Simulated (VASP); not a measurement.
# Sc4Ta (P-43m) in VASP: single point with PBE

Aim: the single point of Sc4Ta with PBE.

Everything below comes from runs of VASP 6.6.1. Logs are shortened: lines on timing, memory, paths and dates and some standing lists are left out, and cuts for length are marked.

## Step 1: The cell of the first run

The structure is cubic, space group P-43m (No. 215). Conventional cell: a = 4.624 Å, b = 4.624 Å, c = 4.624 Å, α = 90.00°, β = 90.00°, γ = 90.00°. Sc (site symmetry 3m) has 1 Ta at 2.00 Å within 2.7 Å. Ta (site symmetry -43m) has 4 Sc at 2.00 Å within 2.7 Å.

The cell was generated, and may not be a known phase.

## Step 2: Single point, PBE

INCAR reads:

```
  ALGO = Normal
  EDIFF = 1E-6
  ENCUT = 500
  GGA = PE
  GGA_COMPAT = F
  ISIF = 2
  ISMEAR = 0
  LASPH = T
  LCHARG = F
  LREAL = F
  LWAVE = F
  NBANDS = 36
  NELM = 120
  PREC = Accurate
  SIGMA = 0.1
```

KPOINTS reads:

```
k-points
0
Gamma
  4 4 4
```

POSCAR reads:

```
Sc4Ta
1.0
    4.6240033000      0.0000000000      0.0000000000
    0.0000000000      4.6240033000      0.0000000000
    0.0000000000      0.0000000000      4.6240033000
Sc Ta
4 1
Direct
    0.2500000000      0.2500000000      0.2500000000
    0.7500000000      0.7500000000      0.2500000000
    0.2500000000      0.7500000000      0.7500000000
    0.7500000000      0.2500000000      0.7500000000
    0.0000000000      0.0000000000      0.0000000000
```

Potentials or basis: VASP PAW PBE potentials, release 64 (Sc_sv, Ta_sv_GW).

Command:

```
$ cat potpaw_PBE.64/Sc_sv/POTCAR potpaw_PBE.64/Ta_sv_GW/POTCAR > POTCAR
$ mpirun -np 1 vasp_std > vasp.out
```

OUTCAR:

```text
EDIFF = 1E-6
   ENCUT = 500
   GGA = PE
   ISIF = 2
   ISMEAR = 0
   LASPH = T
   LREAL = F
   NELM = 120
   PREC = Accurate

 ion  position               nearest neighbor table
   1  0.250  0.250  0.250-   5 2.00   3 3.27   4 3.27   2 3.27   3 3.27   4 3.27   2 3.27   3 3.27
                             3 3.27   2 3.27   4 3.27   4 3.27   2 3.27
   2  0.750  0.750  0.250-   5 2.00   3 3.27   4 3.27   1 3.27   3 3.27   4 3.27   1 3.27   4 3.27
                             4 3.27   1 3.27   3 3.27   3 3.27   1 3.27
   3  0.250  0.750  0.750-   5 2.00   2 3.27   4 3.27   1 3.27   1 3.27   2 3.27   1 3.27   4 3.27
                             1 3.27   2 3.27   4 3.27   2 3.27   4 3.27
   4  0.750  0.250  0.750-   5 2.00   2 3.27   3 3.27   1 3.27   1 3.27   2 3.27   2 3.27   3 3.27
                             2 3.27   1 3.27   3 3.27   1 3.27   3 3.27
   5  0.000  0.000  0.000-   1 2.00   2 2.00   3 2.00   4 2.00

  LATTYP: Found a simple cubic cell.
 ALAT       =     4.6240033000

  Lattice vectors:

 A1 = (   4.6240033000,   0.0000000000,   0.0000000000)
 A2 = (   0.0000000000,   4.6240033000,   0.0000000000)
 A3 = (   0.0000000000,   0.0000000000,   4.6240033000)

Analysis of symmetry for initial positions (statically):
=====================================================================
 Subroutine PRICEL returns:
 Original cell was already a primitive cell.

 Routine SETGRP: Setting up the symmetry group for a
 simple cubic supercell.

 Subroutine GETGRP returns: Found 24 space group operations
 (whereof 24 operations were pure point group operations)
 out of a pool of 48 trial point group operations.

The static configuration has the point symmetry T_d .

Analysis of symmetry for dynamics (positions and initial velocities):
=====================================================================
 Subroutine PRICEL returns:
 Original cell was already a primitive cell.

 Routine SETGRP: Setting up the symmetry group for a
 simple cubic supercell.

 Subroutine GETGRP returns: Found 24 space group operations
 (whereof 24 operations were pure point group operations)
 out of a pool of 48 trial point group operations.

The dynamic configuration has the point symmetry T_d .

 Subroutine INISYM returns: Found 24 space group operations
 (whereof 24 operations are pure point group operations),
 and found     1 'primitive' translations

----------------------------------------------------------------------------------------

                                     Primitive cell
[... 78 lines left out ...]
   LSORBIT =      F    spin-orbit coupling
   LASPH  =      T    aspherical Exc in radial PAW
   ENCUT  =  500.0 eV  36.75 Ry    6.06 a.u.   8.43  8.43  8.43*2*pi/ulx,y,z
   NELM   =    120;   NELMIN=  2; NELMDL= -5     # of ELM steps
   EDIFF  = 0.1E-05   stopping-criterion for ELM
   LREAL  =      F    real-space projection
[... 7 lines left out ...]
   TEBEG  =    0.0;   TEEND  =   0.0 temperature during run
   PSTRESS=    0.0 pullay stress
   NELECT =      57.0000    total number of electrons
   NUPDOWN=      -1.0000    fix difference up-down
   EMIN   =  10.00;   EMAX   =-10.00  energy-range for DOS
   EFERMI =   0.00;   METHOD = LEGACY
   ISMEAR =     0;   SIGMA  =   0.10  broadening in eV -4-tet -1-fermi 0-gaus
   EFERMI_NEDOS =   21; number of points for ismear=-14 and -15
   IALGO  =     38    algorithm
   IMIX   =      4    mixing-type and parameters
     AMIX     =   0.40;   BMIX     =  1.00
     AMIX_MAG =   1.60;   BMIX_MAG =  1.00
  volume/ion in A,a.u.               =      19.77       133.44
  Fermi-wavevector in a.u.,A,eV,Ry     =   1.362537  2.574822 25.259313  1.856507
  Thomas-Fermi vector in A             =   2.489018
   LORBIT       =      0    0 simple, 1 ext, 2 COOP (PROOUT), +10 PAW based schemes
   GGA     = PE    functional components
   LHFCALC =     F    Hartree Fock is set to
   AEXX    =    0.0000 exact exchange contribution
   IVDW    =     0    specifies the selected vdW correction
   LEPSILON=     F    determine dielectric tensor
   LRPA    =     F    only Hartree local field effects (RPA)
 non-spin polarized calculation
 Gauss-broadening in eV      SIGMA  =   0.10
  energy-cutoff  :      500.00
  volume of cell :       98.87
 maximum number of plane-waves:      2522
 NGX is ok and might be reduce to    36
   NGX = 17   NGY = 17   NGZ = 17

 number of electron      56.9999982 magnetization

 Free energy of the ion-electron system (eV)
  ---------------------------------------------------
  ext. energy  EPLUGINS =         0.00000000
  ---------------------------------------------------
  free energy    TOTEN  =       -28.54755621 eV

  energy without entropy =      -28.51281534  energy(sigma->0) =      -28.53018577

 E-fermi :   6.0746     XC(G=0): -10.8504

 val. band max:        5.9563034424   @ k =   0.2500   0.2500   0.0000
 cond. band min:       6.0768030343   @ k =   0.5000   0.5000   0.0000
 fundamental gap:      0.1204995918
 Fermi energy:         6.0746180469

 k-point     1 :       0.0000    0.0000    0.0000
  band No.  band energies     occupation
      1     -61.5668      2.00000
      2     -43.3758      2.00000
      3     -43.3758      2.00000
      4     -43.3758      2.00000
      5     -43.2265      2.00000
      6     -29.2517      2.00000
[... 379 lines left out ...]
     35       7.2957      0.00000
     36       7.2957      0.00000

------------------------ aborting loop because EDIFF is reached ----------------------------------------

  FORCE on cell =-STRESS in cart. coord.  units (eV):
  Direction    XX          YY          ZZ          XY          YZ          ZX
  --------------------------------------------------------------------------------------
  -------------------------------------------------------------------------------------
  Total       24.1077617     24.1077617     24.1077617      0.0000000     -0.0000000      0.0000000
  in kB      390.6727026    390.6727026    390.6727026      0.0000000     -0.0000000      0.0000000
  external PRESSURE =     390.6727026 kB  Pullay stress =       0.0000000 kB

 VOLUME and BASIS-vectors are now :
 -----------------------------------------------------------------------------
  energy-cutoff  :      500.00
  volume of cell :       98.87
      direct lattice vectors                 reciprocal lattice vectors
     4.624003300  0.000000000  0.000000000     0.216262821  0.000000000  0.000000000
     0.000000000  4.624003300  0.000000000     0.000000000  0.216262821  0.000000000
     0.000000000  0.000000000  4.624003300     0.000000000  0.000000000  0.216262821

 POSITION                                       TOTAL-FORCE (eV/Angst)
 -----------------------------------------------------------------------------------
      1.15600      1.15600      1.15600         4.806536      4.806536      4.806536
      3.46800      3.46800      1.15600        -4.806536     -4.806536      4.806536
      1.15600      3.46800      3.46800         4.806536     -4.806536     -4.806536
      3.46800      1.15600      3.46800        -4.806536      4.806536     -4.806536
      0.00000      0.00000      0.00000        -0.000000     -0.000000      0.000000
 -----------------------------------------------------------------------------------
    total drift:                                0.000000      0.000000      0.000000

  FREE ENERGIE OF THE ION-ELECTRON SYSTEM (eV)
  ---------------------------------------------------
  free  energy   TOTEN  =       -28.5475562077 eV

  energy  without entropy=      -28.5128153380  energy(sigma->0) =      -28.53018577
```

Run time: 20 s. Hardware: 1 thread of Intel Xeon 6975P-C (Granite Rapids), shared host; peak memory 0.21 GiB.

What came out:

- Free energy: -28.5476 eV
- Pressure: 39.1 GPa
- Band gap on the k mesh: zero (an odd number of electrons rules out a gap without spin polarisation)

Caveat: atoms lie so close that the PAW spheres overlap strongly, which falsifies energies and pressures; the cell stands under pressure; spin-orbit coupling is left out, which moves the levels of the heavy elements.

The gap in the log of VASP goes by the Fermi energy; the results here count the filled bands.